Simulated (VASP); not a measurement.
## HfN: single point with PBEsol

Crystal: HfN.

```
Hf N
1.0
     3.19047    0.00000    0.00000
     1.59523    2.76302    0.00000
     1.59523    0.92101    2.60500
Hf N
1 1
Cartesian
  0.0000 0.0000 0.0000
  3.1905 1.8420 1.3025
```

- Program: VASP 6.6.1
- Task: single point
- Functional: PBEsol
- Potentials or basis: VASP PAW PBE potentials, release 64 (Hf_pv, N)
- Cutoff: 520 eV
- k mesh: 10 × 10 × 10
- Occupations: fermi-dirac, width 0.1 eV
- Spin: no spin polarisation

* Pressure: -4.0 GPa

Levels at points of the mesh, in eV from the Fermi level:
```csv
k point,band 6,band 7,band 8,band 9,band 10,band 11
"(0.00, 0.00, 0.00)",-3.03,-3.03,-0.41,-0.41,-0.41,1.81
"(0.50, 0.00, 0.00)",-6.23,-6.23,3.28,3.70,3.70,4.39
"(0.50, 0.50, 0.00)",-3.89,-3.70,-3.70,4.08,5.55,5.55
```

It took 12 s on 1 thread of AMD EPYC 9R14 (Zen 4), on a shared host, peak memory 0.12 GiB.

Caveat: the PAW data sets were made with another functional, which shifts forces and pressure a little; spin-orbit coupling is left out, which moves the levels of the heavy elements.
